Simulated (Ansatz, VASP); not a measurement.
## AlN in VASP and in Ansatz

INCAR

```
PREC     = Accurate       # precision mode
ENCUT    = 520            # plane-wave cutoff, eV
EDIFF    = 1E-6           # SCF threshold, eV
ISMEAR   = 0              # smearing method
SIGMA    = 0.05           # smearing width, eV
LREAL    = False          # projectors in reciprocal space
LASPH    = True           # aspherical terms in the spheres
NELM     = 80             # most SCF steps
ALGO     = Normal         # electronic algorithm
ISIF     = 2              # what is computed and relaxed
LWAVE    = False          # write WAVECAR
LCHARG   = False          # write CHGCAR
GGA      = PS             # functional
NBANDS   = 26             # bands
```

Contents of KPOINTS:

```
regular mesh
0
Gamma
  8 8 3
```

POSCAR

```
AlN
1.0
   -3.1135599822      0.0000000000      0.0000000000
   -1.5567799911     -2.6964220408      0.0000000000
   -0.6486583296     -1.1235091837     13.1667009506
Al N
4 4
Direct
    0.3333333333      0.0480514361      0.6846765534
    0.3333333333      0.2057519899      0.3061952243
    0.6666666667      0.6179356001      0.1169545598
    0.6666666667      0.4602350463      0.4954358889
    0.3333333333      0.3032141230      0.0722861048
    0.3333333333      0.1455135692      0.4507674338
    0.6666666667      0.5576971795      0.2615267693
    0.6666666667      0.3999966257      0.6400080984
```

Input for Ansatz:

```yaml
crystal:
  lattice:
    - [-3.1135599822, 0.0, 0.0]
    - [-1.5567799911, -2.6964220408, 0.0]
    - [-0.6486583296, -1.1235091837, 13.1667009506]
  atoms:
    - { symbol: Al, position: [0.3333333333, 0.0480514361, 0.6846765534] }
    - { symbol: Al, position: [0.3333333333, 0.2057519899, 0.3061952243] }
    - { symbol: Al, position: [0.6666666667, 0.6179356001, 0.1169545598] }
    - { symbol: Al, position: [0.6666666667, 0.4602350463, 0.4954358889] }
    - { symbol: "N", position: [0.3333333333, 0.303214123, 0.0722861048] }
    - { symbol: "N", position: [0.3333333333, 0.1455135692, 0.4507674338] }
    - { symbol: "N", position: [0.6666666667, 0.5576971795, 0.2615267693] }
    - { symbol: "N", position: [0.6666666667, 0.3999966257, 0.6400080984] }
basis:
  ecutwfc: 520.0
kpoints:
  mp_grid: { grid: [8, 8, 3] }
hamiltonian:
  xc: pbesol
  pseudopotentials: { kind: paw, azcp: { folder: soft_1 } }
scf:
  occupations: { method: gaussian, width: 0.05 }
output:
  forces: true
  stress: true
  eigenvalues: true
```

Alike in both runs: task single point; functional PBEsol; k mesh 8 × 8 × 3; occupations gaussian, width 0.05 eV; no spin polarisation.

```csv
,VASP,Ansatz
version,VASP 6.6.1,Ansatz 0.2.0
potentials or method,"VASP PAW PBE potentials, release 64 (Al, N), cutoff 520 eV","scalar-relativistic, plane waves, PAW"
valence electrons in the cell,32,32
```

```tsv
	VASP	Ansatz	Ansatz less VASP
gap on the k mesh at the Fermi level (eV)	none	none	-
pressure (GPa)	-1.2	-1.2	-0.01
traceless stress, the component that is largest in VASP (GPa)	0.93	1.04	+0.102
rms of the force components (eV/Å)	0.778	0.781	+0.0024
```

VASP's potentials were made for PBE, not for PBEsol, and Ansatz warns of the same on its side. Atom by atom the forces differ by 0.004 eV/Å (rms over components). A gap of «none» marks a metal or a gap that the smearing closes.
